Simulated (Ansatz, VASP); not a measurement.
NaI in VASP and in Ansatz

Contents of POSCAR:

```
NaI
1.0
    0.0000000000      3.1970948882      3.1970948882
    3.1970948882      0.0000000000      3.1970948882
    3.1970948882      3.1970948882      0.0000000000
Na I
1 1
Direct
    0.0000000000      0.0000000000      0.0000000000
    0.5000000000      0.5000000000      0.5000000000
```

The input INCAR.step1:

```
  PREC = Accurate
  ENCUT = 520
  ISMEAR = 0
  SIGMA = 0.01
  LREAL = False
  LASPH = True
  NELM = 60
  NBANDS = 14
  GGA = PE
  ALGO = Normal
  EDIFF = 1E-4
  LWAVE = True
  LCHARG = False
```

File INCAR.step2:

```
  PREC = Accurate
  ENCUT = 520
  EDIFF = 1E-6
  ISMEAR = 0
  SIGMA = 0.01
  LREAL = False
  LASPH = True
  NELM = 60
  ALGO = Normal
  ISIF = 2
  LWAVE = False
  LCHARG = True
  METAGGA = R2SCAN
  LMIXTAU = True
  LELF = True
  LVHAR = True
  NBANDS = 14
  ISTART = 1
```

KPOINTS

```
Automatic mesh
0
Gamma
  6 6 6
```

Input for Ansatz:

```yaml
crystal:
  lattice:
    - [0.0, 3.1970948882, 3.1970948882]
    - [3.1970948882, 0.0, 3.1970948882]
    - [3.1970948882, 3.1970948882, 0.0]
  atoms:
    - { symbol: Na, position: [0.0, 0.0, 0.0] }
    - { symbol: I, position: [0.5, 0.5, 0.5] }
kpoints:
  mp_grid: { grid: [6, 6, 6] }
hamiltonian:
  xc: r2scan
scf:
  occupations: { method: fixed }
  n_extra_bands: 4
output:
  forces: true
  stress: true
  eigenvalues: true
```

Alike in both runs: task single point; functional r2SCAN; k mesh 6 × 6 × 6; no spin polarisation.

```csv
,VASP,Ansatz
version,VASP 6.6.1,Ansatz 0.2.0
potentials or method,"VASP PAW PBE potentials, release 64 (Na_pv, I)","plane waves, PAW"
plane-wave cutoff (eV),520,500
occupations,"gaussian, width 0.01 eV",fixed
valence electrons in the cell,14,26
```

```csv
,VASP,Ansatz,Ansatz less VASP
gap on the k mesh at the Fermi level (eV),4.55,4.55,-0.009
pressure (GPa),0.5,0.6,+0.10
```

VASP's potentials were made for PBE, not for r2SCAN. VASP's potentials hold 14 valence electrons a cell and Ansatz's 26, so a difference there can come from the potentials and not from the codes.

Spin-orbit coupling is off throughout.
